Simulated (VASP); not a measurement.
Set up this calculation in VASP 6.6.1, as the native input.

| Item | Value |
| --- | --- |
| Task | single point |
| Functional | PBE |
| Potentials or basis | VASP PAW PBE potentials, release 64 (Sn_d, O) |
| Cutoff | 520 eV |
| k mesh | 4 × 4 × 6 |
| Occupations | fermi-dirac, width 0.02 eV |
| Spin | no spin polarisation |
| Dipole correction | no |
| Further INCAR settings | ALGO = Normal; EDIFF = 1e-06; NBANDS = 35 |

The structure of SnO2 lies in POSCAR:

```
SnO2
1.0
    4.7380000000      0.0157933333      0.0157933333
    0.0157933333      4.7380000000      0.0157933333
    0.0106216667      0.0106216667      3.1865000000
Sn O
2 4
Direct
    0.0000000000      0.0000000000      0.0000000000
    0.5000000000      0.5000000000      0.5000000000
    0.3071000000      0.3071000000      0.0000000000
    0.1929000000      0.8071000000      0.5000000000
    0.6929000000      0.6929000000      0.0000000000
    0.8071000000      0.1929000000      0.5000000000
```

The input as run:

INCAR

```
SYSTEM = SnO2
PREC     = Accurate       ! precision mode
ENCUT    = 520            ! plane-wave cutoff, eV
EDIFF    = 1E-6           ! SCF threshold, eV
ISMEAR   = -1             ! smearing method
SIGMA    = 0.02           ! smearing width, eV
LREAL    = .FALSE.        ! projectors in reciprocal space
LASPH    = .TRUE.         ! aspherical terms in the spheres
NELM     = 80             ! most SCF steps
ALGO     = Normal         ! electronic algorithm
ISIF     = 2              ! what is computed and relaxed
LWAVE    = .FALSE.        ! write WAVECAR
LCHARG   = .FALSE.        ! write CHGCAR
GGA      = PE             ! functional
NBANDS   = 35             ! bands
```

KPOINTS

```
Automatic mesh
0
G
  4 4 6
  0 0 0
```

Potentials or basis: VASP PAW PBE potentials, release 64 (Sn_d, O).

Command:

```bash
$ cat potpaw_PBE.64/Sn_d/POTCAR potpaw_PBE.64/O/POTCAR > POTCAR
$ mpirun -np 1 vasp_std > vasp.out
```

Results of the run:

```
Pressure               : 11.8 GPa
Largest force          : 0.329 eV/Å
Band gap on the k mesh : 1.27 eV
```

Caveat: the cell stands under pressure; spin-orbit coupling is left out, which moves the levels of the heavy elements.

Run time: 62 s on 1 thread of Intel Xeon 8259CL, on a shared host, peak memory 0.21 GiB.
